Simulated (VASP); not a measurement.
Here is a VASP 6.6.1 calculation.

Contents of INCAR:

```
  PREC = Accurate
  ENCUT = 520
  EDIFF = 1E-6
  ISMEAR = -1
  SIGMA = 0.05
  LREAL = F
  LASPH = T
  NELM = 100
  ALGO = Normal
  ISIF = 2
  LWAVE = F
  LCHARG = T
  GGA = CA
  LELF = T
  LVHAR = T
  NBANDS = 18
```

Contents of KPOINTS:

```
Automatic mesh
0
Gamma
  9 9 9
```

The input POSCAR:

```
HfO2
1.0
    0.0000000000      2.5744375797      2.5744375797
    2.5744375797      0.0000000000      2.5744375797
    2.5744375797      2.5744375797      0.0000000000
Hf O
1 2
Direct
    0.0000000000      0.0000000000      0.0000000000
    0.7500000000      0.7500000000      0.7500000000
    0.2500000000      0.2500000000      0.2500000000
```

Potentials or basis: VASP PAW LDA potentials, release 64 (Hf_pv, O).

Run with:

```console
$ cat potpaw_LDA.64/Hf_pv/POTCAR potpaw_LDA.64/O/POTCAR > POTCAR
$ mpirun -np 1 vasp_std > vasp.out
```

(1) Predict the band gap on the k mesh.

(2) What does it give for the pressure?

Answers

(1) 3.58 eV, indirect (least direct gap 3.69 eV).

(2) -23.1 GPa.

Caveat: spin-orbit coupling is left out, which moves the levels of the heavy elements.
